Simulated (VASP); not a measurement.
# Rh (Fd-3m) in VASP: further runs

The runs below take Rh through single point, with r2SCAN.

Program: VASP 6.6.1. These are calculated values, not measurements. Logs are shortened: lines on timing, memory, paths and dates and some standing lists are left out, and cuts for length are marked.

### 1 The cell of the first run

Symmetry: Fd-3m, No. 227, cubic system. Conventional cell: a = 5.673 Å, b = 5.673 Å, c = 5.673 Å, α = 90.00°, β = 90.00°, γ = 90.00°. Rh (site symmetry -43m) has 4 Rh at 2.46 Å within 3.2 Å.

This isn't the form of Rh at room conditions, which is fcc.

### 2 Single point, r2SCAN, collinear spin, ferromagnetic start (22.82 Å³/atom)

File POSCAR:

```
Rh
1.0
    0.0000000000      2.8362882963      2.8362882963
    2.8362882963      0.0000000000      2.8362882963
    2.8362882963      2.8362882963      0.0000000000
Rh
2
Direct
    0.1250000000      0.1250000000      0.1250000000
    0.8750000000      0.8750000000      0.8750000000
```

File INCAR.step1:

```
SYSTEM = Rh
PREC = Accurate ; ENCUT = 520
ISMEAR = -1 ; SIGMA = 0.05
LREAL = .False. ; LASPH = .True.
NELM = 150 ; ISPIN = 2
MAGMOM = 1 1 ; LMAXMIX = 4
NBANDS = 26 ; GGA = PE
ALGO = Normal ; EDIFF = 1E-4
LWAVE = .True. ; LCHARG = .False.
```

File INCAR.step2:

```
SYSTEM = Rh
PREC = Accurate ; ENCUT = 520
EDIFF = 1E-7 ; ISMEAR = -1
SIGMA = 0.05 ; LREAL = .False.
LASPH = .True. ; NELM = 150
ALGO = Normal ; ISIF = 2
LWAVE = .False. ; LCHARG = .True.
ISPIN = 2 ; MAGMOM = 1 1
LORBIT = 11 ; LMAXMIX = 4
METAGGA = R2SCAN ; LMIXTAU = .True.
LELF = .True. ; LVHAR = .True.
NBANDS = 26 ; ISTART = 1
```

File KPOINTS:

```
Automatic mesh
0
Gamma
  11 11 11
  0 0 0
```

Potentials or basis: VASP PAW PBE potentials, release 64 (Rh_pv).

Run with:

```
$ cat potpaw_PBE.64/Rh_pv/POTCAR > POTCAR
$ cp INCAR.step1 INCAR
$ mpirun -np 1 vasp_std > vasp.out
$ cp INCAR.step2 INCAR
$ mpirun -np 1 vasp_std > vasp.out
```

OUTCAR:

```text
SYSTEM = Rh
   PREC = Accurate
   ENCUT = 520
   EDIFF = 1E-7
   ISMEAR = -1
   LREAL = .False.
   LASPH = .True.
   NELM = 150
   ISIF = 2
   ISPIN = 2
   LORBIT = 11
   METAGGA = R2SCAN
   ISTART = 1

 ion  position               nearest neighbor table
   1  0.125  0.125  0.125-   2 2.46   2 2.46   2 2.46   2 2.46
   2  0.875  0.875  0.875-   1 2.46   1 2.46   1 2.46   1 2.46

  LATTYP: Found a face centered cubic cell.
 ALAT       =     5.6725765926

  Lattice vectors:

 A1 = (   0.0000000000,   2.8362882963,   2.8362882963)
 A2 = (   2.8362882963,   0.0000000000,   2.8362882963)
 A3 = (   2.8362882963,   2.8362882963,   0.0000000000)

Analysis of symmetry for initial positions (statically):
=====================================================================
 Subroutine PRICEL returns:
 Original cell was already a primitive cell.

 Routine SETGRP: Setting up the symmetry group for a
 face centered cubic supercell.

 Subroutine GETGRP returns: Found 48 space group operations
 (whereof 12 operations were pure point group operations)
 out of a pool of 48 trial point group operations.

The static configuration has the point symmetry D_3d.
 The point group associated with its full space group is O_h .

Analysis of symmetry for dynamics (positions and initial velocities):
=====================================================================
 Subroutine PRICEL returns:
 Original cell was already a primitive cell.

 Routine SETGRP: Setting up the symmetry group for a
 face centered cubic supercell.

 Subroutine GETGRP returns: Found 48 space group operations
 (whereof 12 operations were pure point group operations)
 out of a pool of 48 trial point group operations.

The dynamic configuration has the point symmetry D_3d.
 The point group associated with its full space group is O_h .

Analysis of structural, dynamic, and magnetic symmetry:
=====================================================================
 Subroutine PRICEL returns:
 Original cell was already a primitive cell.

 Routine SETGRP: Setting up the symmetry group for a
 face centered cubic supercell.

 Subroutine GETGRP returns: Found 48 space group operations
 (whereof 12 operations were pure point group operations)
 out of a pool of 48 trial point group operations.

The overall configuration has the point symmetry D_3d.
 The point group associated with its full space group is O_h .

 Subroutine INISYM returns: Found 48 space group operations
 (whereof 12 operations are pure point group operations),
 and found     1 'primitive' translations

----------------------------------------------------------------------------------------

                                     Primitive cell

  volume of cell :      45.6332

  direct lattice vectors                    reciprocal lattice vectors
     0.000000000  2.836288296  2.836288296    -0.176286734  0.176286734  0.176286734
     2.836288296  0.000000000  2.836288296     0.176286734 -0.176286734  0.176286734
     2.836288296  2.836288296  0.000000000     0.176286734  0.176286734 -0.176286734

  length of vectors
     4.011117375  4.011117375  4.011117375     0.305337580  0.305337580  0.305337580

  position of ions in fractional coordinates (direct lattice)
     0.125000000  0.125000000  0.125000000
     0.875000000  0.875000000  0.875000000

  ion indices of the primitive-cell ions
   primitive index   ion index
                 1           1
                 2           2

----------------------------------------------------------------------------------------

 KPOINTS: Automatic mesh

Automatic generation of k-mesh.
 Grid dimensions read from file:
 generate k-points for:   11   11   11

 Generating k-lattice:

  Cartesian coordinates                     Fractional coordinates (reciprocal lattice)
    -0.016026067  0.016026067  0.016026067     0.090909091  0.000000000  0.000000000
     0.016026067 -0.016026067  0.016026067     0.000000000  0.090909091  0.000000000
     0.016026067  0.016026067 -0.016026067     0.000000000  0.000000000  0.090909091

  Length of vectors
     0.027757962  0.027757962  0.027757962

  Shift w.r.t. Gamma in fractional coordinates (k-lattice)
     0.000000000  0.000000000  0.000000000

 Subroutine IBZKPT returns following result:
 ===========================================

 Found     56 irreducible k-points:

 Following reciprocal coordinates:
            Coordinates               Weight
  0.000000  0.000000  0.000000      1.000000
  0.090909  0.000000  0.000000      8.000000
  0.181818  0.000000  0.000000      8.000000
  0.272727  0.000000  0.000000      8.000000
  0.363636  0.000000  0.000000      8.000000
  0.454545  0.000000  0.000000      8.000000
[... 16 lines left out ...]
 -0.272727  0.181818  0.000000     24.000000
 -0.181818  0.181818  0.000000     12.000000
 [... further k-points ...]
   k-points           NKPTS =     56   k-points in BZ     NKDIM =     56   number of bands    NBANDS=     26
   number of dos      NEDOS =    301   number of ions     NIONS =      2
   total plane-waves  NPLWV =  27000
   dimension x,y,z NGX =    30 NGY =   30 NGZ =   30
   dimension x,y,z NGXF=    60 NGYF=   60 NGZF=   60
   ions per type =               2
   NGX,Y,Z   is equivalent  to a cutoff of  12.43, 12.43, 12.43 a.u.
   NGXF,Y,Z  is equivalent  to a cutoff of  24.87, 24.87, 24.87 a.u.
 SYSTEM =  Rh
   PREC   = accura    normal or accurate (medium, high low for compatibility)
   ISTART =      1    job   : 0-new  1-cont  2-samecut
   ICHARG =      0    charge: 1-file 2-atom 10-const
   ISPIN  =      2    spin polarized calculation?
   LNONCOLLINEAR =      F non collinear calculations
   LSORBIT =      F    spin-orbit coupling
   LASPH  =      T    aspherical Exc in radial PAW
   ENCUT  =  520.0 eV  38.22 Ry    6.18 a.u.   7.46  7.46  7.46*2*pi/ulx,y,z
   NELM   =    150;   NELMIN=  2; NELMDL=  0     # of ELM steps
   EDIFF  = 0.1E-06   stopping-criterion for ELM
   LREAL  =      F    real-space projection
   EDIFFG = 0.1E-05   stopping-criterion for IOM
   NSW    =      0    number of steps for IOM
   IBRION =     -1    ionic relax: 0-MD 1-quasi-New 2-CG
   NFREE  =      0    steps in history (QN), initial steepest desc. (CG)
   ISIF   =      2    stress and relaxation
   ISYM   =      2    0-nonsym 1-usesym 2-fastsym
   POTIM  = 0.5000    time-step for ionic-motion
   TEBEG  =    0.0;   TEEND  =   0.0 temperature during run
   PSTRESS=    0.0 pullay stress
   NELECT =      30.0000    total number of electrons
   NUPDOWN=      -1.0000    fix difference up-down
   EMIN   =  10.00;   EMAX   =-10.00  energy-range for DOS
   EFERMI =   0.00;   METHOD = LEGACY
   ISMEAR =    -1;   SIGMA  =   0.05  broadening in eV -4-tet -1-fermi 0-gaus
   EFERMI_NEDOS =   21; number of points for ismear=-14 and -15
   IALGO  =     38    algorithm
   IMIX   =      4    mixing-type and parameters
     AMIX     =   0.40;   BMIX     =  1.00
     AMIX_MAG =   1.60;   BMIX_MAG =  1.00
  volume/ion in A,a.u.               =      22.82       153.97
  Fermi-wavevector in a.u.,A,eV,Ry     =   1.423491  2.690009 27.569867  2.026328
  Thomas-Fermi vector in A             =   2.544083
   LORBIT       =     11    0 simple, 1 ext, 2 COOP (PROOUT), +10 PAW based schemes
   METAGGA = R2SCAN    functional components
   LHFCALC =     F    Hartree Fock is set to
   AEXX    =    0.0000 exact exchange contribution
   IVDW    =     0    specifies the selected vdW correction
   LEPSILON=     F    determine dielectric tensor
   LRPA    =     F    only Hartree local field effects (RPA)
 spin polarized calculation
  energy-cutoff  :      520.00
  volume of cell :       45.63
 maximum number of plane-waves:      1245
 NGX is ok and might be reduce to    30
   NGX = 15   NGY = 15   NGZ = 15

 number of electron      29.9999994 magnetization       0.0073508

 Free energy of the ion-electron system (eV)
  ---------------------------------------------------
  ext. energy  EPLUGINS =         0.00000000
  ---------------------------------------------------
  free energy    TOTEN  =       -45.85909081 eV

  energy without entropy =      -45.82703284  energy(sigma->0) =      -45.84306182

 E-fermi :   5.2402     XC(G=0): -11.3158

 val. band max:        5.2271748416   @ k =  -0.4545   0.1818   0.0909
 cond. band min:       5.2526557996   @ k =  -0.1818   0.0909   0.0000
 fundamental gap:      0.0254809579
 Fermi energy:         5.2402211916

 spin component 1

 k-point     1 :       0.0000    0.0000    0.0000
  band No.  band energies     occupation
      1     -43.0491      1.00000
      2     -43.0491      1.00000
      3     -43.0491      1.00000
      4     -42.5374      1.00000
      5     -42.5373      1.00000
      6     -42.5373      1.00000
[... 18 lines left out ...]
     25      18.3378      0.00000
     26      19.8875      0.00000
[... 644 lines left out ...]
      4     -42.5832      1.00000
      5     -42.5070      1.00000
      6     -42.4765      1.00000
[... 18 lines left out ...]
     25      20.4732      0.00000
     26      22.3541      0.00000

 [... further k-points ...]

 spin component 2

 k-point     1 :       0.0000    0.0000    0.0000
  band No.  band energies     occupation
      1     -43.0451      1.00000
      2     -43.0451      1.00000
      3     -43.0451      1.00000
      4     -42.5333      1.00000
      5     -42.5333      1.00000
      6     -42.5333      1.00000
[... 18 lines left out ...]
     25      18.3393      0.00000
     26      19.8886      0.00000
[... 644 lines left out ...]
      4     -42.5792      1.00000
      5     -42.5029      1.00000
      6     -42.4725      1.00000
[... 18 lines left out ...]
     25      20.4754      0.00000
     26      22.3552      0.00000

 [... further k-points ...]

------------------------ aborting loop because EDIFF is reached ----------------------------------------

  FORCE on cell =-STRESS in cart. coord.  units (eV):
  Direction    XX          YY          ZZ          XY          YZ          ZX
  --------------------------------------------------------------------------------------
  -------------------------------------------------------------------------------------
  Total       -3.4180935     -3.4180935     -3.4180935     -0.0000000     -0.0000000     -0.0000000
  in kB     -120.0088858   -120.0088858   -120.0088858     -0.0000000     -0.0000000     -0.0000000
  external PRESSURE =    -120.0088858 kB  Pullay stress =       0.0000000 kB

 VOLUME and BASIS-vectors are now :
 -----------------------------------------------------------------------------
  energy-cutoff  :      520.00
  volume of cell :       45.63
      direct lattice vectors                 reciprocal lattice vectors
     0.000000000  2.836288296  2.836288296    -0.176286734  0.176286734  0.176286734
     2.836288296  0.000000000  2.836288296     0.176286734 -0.176286734  0.176286734
     2.836288296  2.836288296  0.000000000     0.176286734  0.176286734 -0.176286734

 POSITION                                       TOTAL-FORCE (eV/Angst)
 -----------------------------------------------------------------------------------
      0.70907      0.70907      0.70907        -0.000000     -0.000000     -0.000000
      4.96350      4.96350      4.96350         0.000000      0.000000      0.000000
 -----------------------------------------------------------------------------------
    total drift:                               -0.000000      0.000000      0.000000

  FREE ENERGIE OF THE ION-ELECTRON SYSTEM (eV)
  ---------------------------------------------------
  free  energy   TOTEN  =       -45.8590908063 eV

  energy  without entropy=      -45.8270328421  energy(sigma->0) =      -45.84306182

 total charge

# of ion       s       p       d       tot
------------------------------------------
    1        0.434   6.177   7.117  13.727
    2        0.434   6.177   7.117  13.727
--------------------------------------------------
tot          0.867  12.354  14.233  27.455

 magnetization (x)

# of ion       s       p       d       tot
------------------------------------------
    1       -0.000   0.000   0.004   0.003
    2       -0.000   0.000   0.004   0.003
--------------------------------------------------
tot         -0.000   0.000   0.007   0.007
```

It took 6.1 min on 1 thread of Intel Xeon Platinum 8488C (Sapphire Rapids), shared host; peak memory 0.25 GiB.

What came out:

```yaml
Free_energy: -45.8591 eV
Pressure: -12.0 GPa
Band_gap_on_the_k_mesh: zero (filled and empty bands overlap)
Net_moment: 0.01 μB per cell
Valence_electrons_inside_the_program's_atomic_spheres: Rh 13.73
```

Levels at points of the mesh, in eV from the Fermi level:
Spin up:
```tsv
k point	band 12	band 13	band 14	band 15	band 16	band 17	band 18	band 19
(0.00, 0.00, 0.00)	-3.68	-1.30	-1.30	-1.30	0.22	0.22	12.61	12.61
```
Spin down:
```tsv
k point	band 13	band 14	band 15	band 16	band 17	band 18
(0.00, 0.00, 0.00)	-1.30	-1.30	-1.30	0.23	0.23	12.61
```

Caveat: the cell stands under tension; the PAW data sets were made with another functional, which shifts forces and pressure a little.

### 3 Single point, r2SCAN

This run uses another cell than the first one, of 20.40 Å³/atom.

File POSCAR:

```
Rh
1.0
    0.0000000000      2.7323897059      2.7323897059
    2.7323897059      0.0000000000      2.7323897059
    2.7323897059      2.7323897059      0.0000000000
Rh
2
Direct
    0.1250000000      0.1250000000      0.1250000000
    0.8750000000      0.8750000000      0.8750000000
```

File INCAR.step1:

```
  PREC = Accurate
  ENCUT = 520
  ISMEAR = -1
  SIGMA = 0.1
  LREAL = False
  LASPH = True
  NELM = 80
  NBANDS = 22
  GGA = PE
  ALGO = Normal
  EDIFF = 1E-4
  LWAVE = True
  LCHARG = False
```

File INCAR.step2:

```
  PREC = Accurate
  ENCUT = 520
  EDIFF = 1E-6
  ISMEAR = -1
  SIGMA = 0.1
  LREAL = False
  LASPH = True
  NELM = 80
  ALGO = Normal
  ISIF = 2
  LWAVE = False
  LCHARG = False
  METAGGA = R2SCAN
  LMIXTAU = True
  NBANDS = 22
  ISTART = 1
```

File KPOINTS:

```
Automatic mesh
0
Gamma
  10 10 10
```

Potentials or basis: VASP PAW PBE potentials, release 64 (Rh_pv).

Run with:

```
$ cat potpaw_PBE.64/Rh_pv/POTCAR > POTCAR
$ cp INCAR.step1 INCAR
$ mpirun -np 1 vasp_std > vasp.out
$ cp INCAR.step2 INCAR
$ mpirun -np 1 vasp_std > vasp.out
```

OUTCAR:

```text
PREC = Accurate
   ENCUT = 520
   EDIFF = 1E-6
   ISMEAR = -1
   LREAL = False
   LASPH = True
   NELM = 80
   ISIF = 2
   METAGGA = R2SCAN
   ISTART = 1

 ion  position               nearest neighbor table
   1  0.125  0.125  0.125-   2 2.37   2 2.37   2 2.37   2 2.37
   2  0.875  0.875  0.875-   1 2.37   1 2.37   1 2.37   1 2.37

  LATTYP: Found a face centered cubic cell.
 ALAT       =     5.4647794118

  Lattice vectors:

[... 785 lines left out ...]
     22      18.7541      0.00000

 [... further k-points ...]

------------------------ aborting loop because EDIFF is reached ----------------------------------------

  FORCE on cell =-STRESS in cart. coord.  units (eV):
  Direction    XX          YY          ZZ          XY          YZ          ZX
  --------------------------------------------------------------------------------------
  -------------------------------------------------------------------------------------
  Total        0.1617492      0.1617492      0.1617492     -0.0000000      0.0000000      0.0000000
  in kB        6.3517705      6.3517705      6.3517705     -0.0000000      0.0000000      0.0000000
  external PRESSURE =       6.3517705 kB  Pullay stress =       0.0000000 kB

 VOLUME and BASIS-vectors are now :
 -----------------------------------------------------------------------------
  energy-cutoff  :      520.00
  volume of cell :       40.80
      direct lattice vectors                 reciprocal lattice vectors
     0.000000000  2.732389706  2.732389706    -0.182990003  0.182990003  0.182990003
     2.732389706  0.000000000  2.732389706     0.182990003 -0.182990003  0.182990003
     2.732389706  2.732389706  0.000000000     0.182990003  0.182990003 -0.182990003

 POSITION                                       TOTAL-FORCE (eV/Angst)
 -----------------------------------------------------------------------------------
      0.68310      0.68310      0.68310         0.000000      0.000000      0.000000
      4.78168      4.78168      4.78168        -0.000000     -0.000000     -0.000000
 -----------------------------------------------------------------------------------
    total drift:                               -0.000000      0.000000      0.000000

  FREE ENERGIE OF THE ION-ELECTRON SYSTEM (eV)
  ---------------------------------------------------
  free  energy   TOTEN  =       -46.0961297180 eV

  energy  without entropy=      -45.9945618552  energy(sigma->0) =      -46.04534579
```

OSZICAR.step1:

```text
N       E                     dE             d eps       ncg     rms          rms(c)
DAV:   1     0.319849559637E+03    0.31985E+03   -0.19074E+04  2084   0.147E+03
DAV:   2    -0.663207410729E+01   -0.32648E+03   -0.31450E+03  2194   0.446E+02
DAV:   3    -0.128089766925E+02   -0.61769E+01   -0.61450E+01  2314   0.715E+01
DAV:   4    -0.128568589208E+02   -0.47882E-01   -0.47879E-01  2432   0.621E+00
DAV:   5    -0.128576530970E+02   -0.79418E-03   -0.79417E-03  2404   0.804E-01    0.103E+01
DAV:   6    -0.123591107581E+02    0.49854E+00   -0.16461E+00  2278   0.125E+01    0.450E+00
DAV:   7    -0.123435693007E+02    0.15541E-01   -0.23257E-02  2158   0.157E+00    0.253E+00
DAV:   8    -0.123375986453E+02    0.59707E-02   -0.64592E-03  2334   0.847E-01    0.711E-02
DAV:   9    -0.123376899602E+02   -0.91315E-04   -0.24080E-04  2008   0.162E-01
   1 F= -.12337690E+02 E0= -.12285176E+02  d E =-.105029E+00
```

Wall time 2.4 min (1 thread of Intel Xeon Platinum 8259CL at 2.50GHz (Skylake/Cascade Lake), shared host); peak memory 0.18 GiB.

What came out:

```
Free energy            : -46.0961 eV
Pressure               : 0.6 GPa
Band gap on the k mesh : zero (bands 15 and 16 overlap by 1.26 eV)
```

Levels at points of the mesh, in eV from the Fermi level:
```
           k point  band 12  band 13  band 14  band 15  band 16  band 17  band 18  band 19
(0.00, 0.00, 0.00)    -4.21    -1.52    -1.52    -1.52     0.35     0.35    13.22    13.33
(0.50, 0.00, 0.00)    -3.89    -1.03    -1.03    -0.69     0.06     0.06     2.01     9.99
(0.50, 0.50, 0.00)    -2.34    -2.32    -2.32     0.33     0.33     2.49     2.49     5.03
```

Caveat: the PAW data sets were made with another functional, which shifts forces and pressure a little.

(Continued in part 2 of 2.)
